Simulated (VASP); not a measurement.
# SiO2 (F-43m) in VASP: further runs

SiO2 is run at these levels: PBE; tasks: single point, relaxation of cell and atoms.

All numbers are computed with VASP 6.6.1; they aren't measurements. Logs are shortened: lines on timing, memory, paths and dates and some standing lists are left out, and cuts for length are marked.

## Step 1: The cell of the first run

The structure is cubic, space group F-43m (No. 216). The conventional cell has a = 7.120 Å, b = 7.120 Å, c = 7.120 Å, α = 90.00°, β = 90.00°, γ = 90.00°. Si (site symmetry -43m) has 4 O at 1.73 Å within 2.3 Å. Within 1.8 Å of Si (site symmetry -43m) lie 4 O at 1.35 Å. O (site symmetry 3m) has 2 Si at 1.35 to 1.73 Å within 1.8 Å.

## Step 2: Single point, PBE

The input, INCAR:

```
SYSTEM = SiO2
PREC = Accurate
ENCUT = 600
EDIFF = 1E-6
ISMEAR = 0
SIGMA = 0.1
LREAL = .FALSE.
LASPH = .TRUE.
NELM = 120
ALGO = Normal
ISIF = 2
LWAVE = .FALSE.
LCHARG = .TRUE.
GGA = PE
LELF = .TRUE.
LVHAR = .TRUE.
NBANDS = 25
GGA_COMPAT = .FALSE.
```

The input, KPOINTS:

```
Automatic mesh
0
G
  4 4 4
  0 0 0
```

The input, POSCAR:

```
SiO2
1.0
    0.0000000000      3.5599999400      3.5599999400
    3.5599999400      0.0000000000      3.5599999400
    3.5599999400      3.5599999400      0.0000000000
Si O
2 4
Direct
    0.5000000000      0.5000000000      0.5000000000
    0.2500000000      0.2500000000      0.2500000000
    0.3595931800      0.9212204600      0.3595931800
    0.3595931800      0.3595931800      0.9212204600
    0.3595931800      0.3595931800      0.3595931800
    0.9212204600      0.3595931800      0.3595931800
```

Potentials or basis: VASP PAW PBE potentials, release 64 (Si, O).

Run with:

```
$ cat potpaw_PBE.64/Si/POTCAR potpaw_PBE.64/O/POTCAR > POTCAR
$ mpirun -np 1 vasp_std > vasp.out
```

OUTCAR:

```text
SYSTEM = SiO2
   PREC = Accurate
   ENCUT = 600
   EDIFF = 1E-6
   ISMEAR = 0
   LREAL = .FALSE.
   LASPH = .TRUE.
   NELM = 120
   ISIF = 2
   GGA = PE

 ion  position               nearest neighbor table
   1  0.500  0.500  0.500-   3 1.73   4 1.73   6 1.73   5 1.73   2 3.08   2 3.08   2 3.08   2 3.08

   2  0.250  0.250  0.250-   5 1.35   4 1.35   3 1.35   6 1.35   1 3.08   1 3.08   1 3.08   1 3.08

   3  0.360  0.921  0.360-   2 1.35   1 1.73
   4  0.360  0.360  0.921-   2 1.35   1 1.73
   5  0.360  0.360  0.360-   2 1.35   1 1.73
   6  0.921  0.360  0.360-   2 1.35   1 1.73

  LATTYP: Found a face centered cubic cell.
 ALAT       =     7.1199998800

  Lattice vectors:

 A1 = (   0.0000000000,   3.5599999400,   3.5599999400)
 A2 = (   3.5599999400,   0.0000000000,   3.5599999400)
 A3 = (   3.5599999400,   3.5599999400,   0.0000000000)

Analysis of symmetry for initial positions (statically):
=====================================================================
 Subroutine PRICEL returns:
 Original cell was already a primitive cell.

 Routine SETGRP: Setting up the symmetry group for a
 face centered cubic supercell.

 Subroutine GETGRP returns: Found 24 space group operations
 (whereof 24 operations were pure point group operations)
 out of a pool of 48 trial point group operations.

The static configuration has the point symmetry T_d .

Analysis of symmetry for dynamics (positions and initial velocities):
=====================================================================
 Subroutine PRICEL returns:
 Original cell was already a primitive cell.

 Routine SETGRP: Setting up the symmetry group for a
 face centered cubic supercell.

 Subroutine GETGRP returns: Found 24 space group operations
 (whereof 24 operations were pure point group operations)
 out of a pool of 48 trial point group operations.

The dynamic configuration has the point symmetry T_d .

 Subroutine INISYM returns: Found 24 space group operations
 (whereof 24 operations are pure point group operations),
 and found     1 'primitive' translations

----------------------------------------------------------------------------------------

                                     Primitive cell

  volume of cell :      90.2360

  direct lattice vectors                    reciprocal lattice vectors
     0.000000000  3.559999940  3.559999940    -0.140449441  0.140449441  0.140449441
     3.559999940  0.000000000  3.559999940     0.140449441 -0.140449441  0.140449441
     3.559999940  3.559999940  0.000000000     0.140449441  0.140449441 -0.140449441

  length of vectors
     5.034600197  5.034600197  5.034600197     0.243265567  0.243265567  0.243265567

  position of ions in fractional coordinates (direct lattice)
     0.500000000  0.500000000  0.500000000
     0.250000000  0.250000000  0.250000000
     0.359593180  0.921220460  0.359593180
     0.359593180  0.359593180  0.921220460
     0.359593180  0.359593180  0.359593180
     0.921220460  0.359593180  0.359593180

  ion indices of the primitive-cell ions
   primitive index   ion index
                 1           1
                 2           2
                 3           3
                 4           4
                 5           5
                 6           6

----------------------------------------------------------------------------------------

 KPOINTS: Automatic mesh

Automatic generation of k-mesh.
 Grid dimensions read from file:
 generate k-points for:    4    4    4

 Generating k-lattice:

  Cartesian coordinates                     Fractional coordinates (reciprocal lattice)
    -0.035112360  0.035112360  0.035112360     0.250000000  0.000000000  0.000000000
     0.035112360 -0.035112360  0.035112360     0.000000000  0.250000000  0.000000000
     0.035112360  0.035112360 -0.035112360     0.000000000  0.000000000  0.250000000

  Length of vectors
     0.060816392  0.060816392  0.060816392

  Shift w.r.t. Gamma in fractional coordinates (k-lattice)
     0.000000000  0.000000000  0.000000000

 Subroutine IBZKPT returns following result:
 ===========================================

 Found      8 irreducible k-points:

 Following reciprocal coordinates:
            Coordinates               Weight
  0.000000  0.000000  0.000000      1.000000
  0.250000  0.000000  0.000000      8.000000
  0.500000  0.000000  0.000000      4.000000
  0.250000  0.250000  0.000000      6.000000
  0.500000  0.250000  0.000000     24.000000
 -0.250000  0.250000  0.000000     12.000000
  0.500000  0.500000  0.000000      3.000000
 -0.250000  0.500000  0.250000      6.000000
   k-points           NKPTS =      8   k-points in BZ     NKDIM =      8   number of bands    NBANDS=     25
   number of dos      NEDOS =    301   number of ions     NIONS =      6
   total plane-waves  NPLWV =  64000
   dimension x,y,z NGX =    40 NGY =   40 NGZ =   40
   dimension x,y,z NGXF=    80 NGYF=   80 NGZF=   80
   ions per type =               2   4
   NGX,Y,Z   is equivalent  to a cutoff of  13.21, 13.21, 13.21 a.u.
   NGXF,Y,Z  is equivalent  to a cutoff of  26.42, 26.42, 26.42 a.u.
 SYSTEM =  SiO2
   PREC   = accura    normal or accurate (medium, high low for compatibility)
   ISTART =      0    job   : 0-new  1-cont  2-samecut
   ICHARG =      2    charge: 1-file 2-atom 10-const
   ISPIN  =      1    spin polarized calculation?
   LNONCOLLINEAR =      F non collinear calculations
   LSORBIT =      F    spin-orbit coupling
   LASPH  =      T    aspherical Exc in radial PAW
   ENCUT  =  600.0 eV  44.10 Ry    6.64 a.u.  10.06 10.06 10.06*2*pi/ulx,y,z
   NELM   =    120;   NELMIN=  2; NELMDL= -5     # of ELM steps
   EDIFF  = 0.1E-05   stopping-criterion for ELM
   LREAL  =      F    real-space projection
   EDIFFG = 0.1E-04   stopping-criterion for IOM
   NSW    =      0    number of steps for IOM
   IBRION =     -1    ionic relax: 0-MD 1-quasi-New 2-CG
   NFREE  =      0    steps in history (QN), initial steepest desc. (CG)
   ISIF   =      2    stress and relaxation
   ISYM   =      2    0-nonsym 1-usesym 2-fastsym
   POTIM  = 0.5000    time-step for ionic-motion
   TEBEG  =    0.0;   TEEND  =   0.0 temperature during run
   PSTRESS=    0.0 pullay stress
   NELECT =      32.0000    total number of electrons
   NUPDOWN=      -1.0000    fix difference up-down
   EMIN   =  10.00;   EMAX   =-10.00  energy-range for DOS
   EFERMI =   0.00;   METHOD = LEGACY
   ISMEAR =     0;   SIGMA  =   0.10  broadening in eV -4-tet -1-fermi 0-gaus
   EFERMI_NEDOS =   21; number of points for ismear=-14 and -15
   IALGO  =     38    algorithm
   IMIX   =      4    mixing-type and parameters
     AMIX     =   0.40;   BMIX     =  1.00
     AMIX_MAG =   1.60;   BMIX_MAG =  1.00
  volume/ion in A,a.u.               =      15.04       101.49
  Fermi-wavevector in a.u.,A,eV,Ry     =   1.158772  2.189762 18.269272  1.342754
  Thomas-Fermi vector in A             =   2.295371
   LORBIT       =      0    0 simple, 1 ext, 2 COOP (PROOUT), +10 PAW based schemes
   GGA     = PE    functional components
   LHFCALC =     F    Hartree Fock is set to
   AEXX    =    0.0000 exact exchange contribution
   IVDW    =     0    specifies the selected vdW correction
   LEPSILON=     F    determine dielectric tensor
   LRPA    =     F    only Hartree local field effects (RPA)
 non-spin polarized calculation
 Gauss-broadening in eV      SIGMA  =   0.10
  energy-cutoff  :      600.00
  volume of cell :       90.24
 maximum number of plane-waves:      3028
   NGX = 21   NGY = 21   NGZ = 21

 number of electron      31.9999992 magnetization

 Free energy of the ion-electron system (eV)
  ---------------------------------------------------
  ext. energy  EPLUGINS =         0.00000000
  ---------------------------------------------------
  free energy    TOTEN  =       -37.29235768 eV

  energy without entropy =      -37.29235768  energy(sigma->0) =      -37.29235768

 E-fermi :   0.6736     XC(G=0):  -7.8583

 val. band max:        0.1904678455   @ k =   0.5000   0.0000   0.0000
 cond. band min:       5.3560126701   @ k =   0.0000   0.0000   0.0000
 fundamental gap:      5.1655448246
 Fermi energy:         0.6736264400

 k-point     1 :       0.0000    0.0000    0.0000
  band No.  band energies     occupation
      1     -20.5391      2.00000
      2     -17.7462      2.00000
      3     -17.7462      2.00000
      4     -17.7462      2.00000
      5     -10.1504      2.00000
      6      -6.2028      2.00000
[... 17 lines left out ...]
     24      12.0578      0.00000
     25      13.7161      0.00000

 k-point     2 :       0.2500    0.0000    0.0000
  band No.  band energies     occupation
      1     -20.4183      2.00000
      2     -18.0072      2.00000
      3     -17.7534      2.00000
      4     -17.7534      2.00000
      5      -9.6450      2.00000
      6      -6.3326      2.00000
[... 17 lines left out ...]
     24      12.4890      0.00000
     25      14.6457      0.00000

 k-point     3 :       0.5000    0.0000    0.0000
  band No.  band energies     occupation
      1     -20.2731      2.00000
      2     -18.2823      2.00000
      3     -17.7605      2.00000
      4     -17.7605      2.00000
      5      -9.0401      2.00000
      6      -6.5385      2.00000
[... 17 lines left out ...]
     24      13.0541      0.00000
     25      14.2690      0.00000

 k-point     4 :       0.2500    0.2500    0.0000
  band No.  band energies     occupation
      1     -20.3738      2.00000
      2     -18.0853      2.00000
      3     -17.7615      2.00000
      4     -17.7615      2.00000
      5      -9.4411      2.00000
      6      -6.5774      2.00000
[... 17 lines left out ...]
     24      12.4625      0.00000
     25      13.9192      0.00000

 k-point     5 :       0.5000    0.2500    0.0000
  band No.  band energies     occupation
      1     -20.2187      2.00000
      2     -18.3629      2.00000
      3     -17.7742      2.00000
      4     -17.7686      2.00000
      5      -8.6947      2.00000
      6      -7.0201      2.00000
[... 17 lines left out ...]
     24      13.1089      0.00000
     25      14.4045      0.00000

 k-point     6 :      -0.2500    0.2500    0.0000
  band No.  band energies     occupation
      1     -20.2742      2.00000
      2     -18.2702      2.00000
      3     -17.7729      2.00000
      4     -17.7605      2.00000
      5      -8.9963      2.00000
      6      -6.7530      2.00000
[... 17 lines left out ...]
     24      13.0494      0.00000
     25      14.4500      0.00000

 k-point     7 :       0.5000    0.5000    0.0000
  band No.  band energies     occupation
      1     -20.1584      2.00000
      2     -18.4586      2.00000
      3     -17.7767      2.00000
      4     -17.7767      2.00000
      5      -8.1945      2.00000
      6      -7.5219      2.00000
[... 17 lines left out ...]
     24      13.1987      0.00000
     25      13.1987      0.00000

 k-point     8 :      -0.2500    0.5000    0.2500
  band No.  band energies     occupation
      1     -20.1583      2.00000
      2     -18.4578      2.00000
      3     -17.7777      2.00000
      4     -17.7771      2.00000
      5      -8.1816      2.00000
      6      -7.4998      2.00000
[... 17 lines left out ...]
     24      12.4611      0.00000
     25      14.3404      0.00000

------------------------ aborting loop because EDIFF is reached ----------------------------------------

  FORCE on cell =-STRESS in cart. coord.  units (eV):
  Direction    XX          YY          ZZ          XY          YZ          ZX
  --------------------------------------------------------------------------------------
  -------------------------------------------------------------------------------------
  Total       31.4829005     31.4829005     31.4829005      0.0000000     -0.0000000      0.0000000
  in kB      558.9916890    558.9916890    558.9916890      0.0000000     -0.0000000      0.0000000
  external PRESSURE =     558.9916890 kB  Pullay stress =       0.0000000 kB

 VOLUME and BASIS-vectors are now :
 -----------------------------------------------------------------------------
  energy-cutoff  :      600.00
  volume of cell :       90.24
      direct lattice vectors                 reciprocal lattice vectors
     0.000000000  3.559999940  3.559999940    -0.140449441  0.140449441  0.140449441
     3.559999940  0.000000000  3.559999940     0.140449441 -0.140449441  0.140449441
     3.559999940  3.559999940  0.000000000     0.140449441  0.140449441 -0.140449441

 POSITION                                       TOTAL-FORCE (eV/Angst)
 -----------------------------------------------------------------------------------
      3.56000      3.56000      3.56000         0.000000     -0.000000      0.000000
      1.78000      1.78000      1.78000         0.000000     -0.000000      0.000000
      4.55970      2.56030      4.55970       -14.649446     14.649446    -14.649446
      4.55970      4.55970      2.56030       -14.649446    -14.649446     14.649446
      2.56030      2.56030      2.56030        14.649446     14.649446     14.649446
      2.56030      4.55970      4.55970        14.649446    -14.649446    -14.649446
 -----------------------------------------------------------------------------------
    total drift:                                0.000001      0.000001      0.000001

  FREE ENERGIE OF THE ION-ELECTRON SYSTEM (eV)
  ---------------------------------------------------
  free  energy   TOTEN  =       -37.2923576788 eV

  energy  without entropy=      -37.2923576788  energy(sigma->0) =      -37.29235768
```

Wall time 33 s (1 thread of Intel Xeon Platinum 8259CL at 2.50GHz (Skylake/Cascade Lake), shared host); peak memory 0.22 GiB.

Results:

* Free energy: -37.2924 eV
* Pressure: 55.9 GPa
* Largest force: 25.374 eV/Å
* Band gap on the k mesh: 5.17 eV, indirect (least direct gap 5.17 eV)

Forces in eV/Å, atoms in the order of the input:
```
Si    0.000   0.000   0.000
Si    0.000   0.000   0.000
O   -14.649  14.649 -14.649
O   -14.649 -14.649  14.649
O    14.649  14.649  14.649
O    14.649 -14.649 -14.649
```

Levels at points of the mesh, in eV from the valence-band top:
```csv
k point,band 12,band 13,band 14,band 15,band 16,band 17,band 18,band 19,band 20,band 21
"(0.00, 0.00, 0.00)",-2.64,-2.64,-0.01,-0.01,-0.01,5.17,7.66,8.15,8.15,8.15
"(0.50, 0.00, 0.00)",-2.80,-2.80,-0.96,-0.96,0.00,6.91,7.15,8.67,9.13,9.13
"(0.50, 0.50, 0.00)",-3.23,-2.79,-1.06,-0.70,-0.70,7.15,7.51,8.99,9.43,9.43
```

Caveat: forces of over 1 eV/Å act on the atoms, so gaps and moduli don't describe the material at rest. PBE gaps usually lie below the measured ones, often by a third to a half.

[end of part 1 of 2]
